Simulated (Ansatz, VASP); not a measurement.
## Re in VASP and in Ansatz

Contents of INCAR:

```
PREC = Accurate
ENCUT = 520
EDIFF = 1E-6
ISMEAR = 0
SIGMA = 0.15
LREAL = F
LASPH = T
NELM = 80
ALGO = Normal
ISIF = 2
LWAVE = F
LCHARG = F
GGA = PE
NBANDS = 10
```

KPOINTS

```
regular mesh
0
Gamma
  10 10 10
```

POSCAR

```
Re
1.0
    0.0000000000      2.1331671267      1.6489381890
    2.1331671267      0.0000000000      1.6489381890
    2.1331671267      2.1331671267      0.0000000000
Re
1
Direct
    0.0000000000      0.0000000000      0.0000000000
```

Input for Ansatz:

```yaml
crystal:
  lattice:
    - [0.0, 2.1331671267, 1.648938189]
    - [2.1331671267, 0.0, 1.648938189]
    - [2.1331671267, 2.1331671267, 0.0]
  atoms:
    - { symbol: Re, position: [0.0, 0.0, 0.0] }
basis:
  ecutwfc: 420
kpoints:
  mp_grid: { grid: [10, 10, 10] }
hamiltonian:
  xc: pbe
scf:
  occupations: { method: gaussian, width: 0.15 }
output:
  forces: true
  stress: true
  eigenvalues: true
```

Alike in both runs: task single point; functional PBE; k mesh 10 × 10 × 10; occupations gaussian, width 0.15 eV; no spin polarisation.

|  | VASP | Ansatz |
| --- | --- | --- |
| version | VASP 6.6.1 | Ansatz 0.2.0 |
| potentials or method | VASP PAW PBE potentials, release 64 (Re), cutoff 520 eV | scalar-relativistic, plane waves, PAW |
| valence electrons in the cell | 7 | 15 |

|  | VASP | Ansatz | Ansatz less VASP |
| --- | --- | --- | --- |
| gap on the k mesh at the Fermi level (eV) | none | none | - |
| pressure (GPa) | 2.1 | 2.6 | +0.50 |
| traceless stress, the component that is largest in VASP (GPa) | 2.34 | 1.75 | -0.587 |

A gap of «none» marks a metal or a gap that the smearing closes. The functional is the same, so the differences come from potentials, cutoffs and numerics. VASP's potentials hold 7 valence electrons a cell and Ansatz's 15, so a difference there can come from the potentials and not from the codes.

Neither program's run includes spin-orbit coupling.
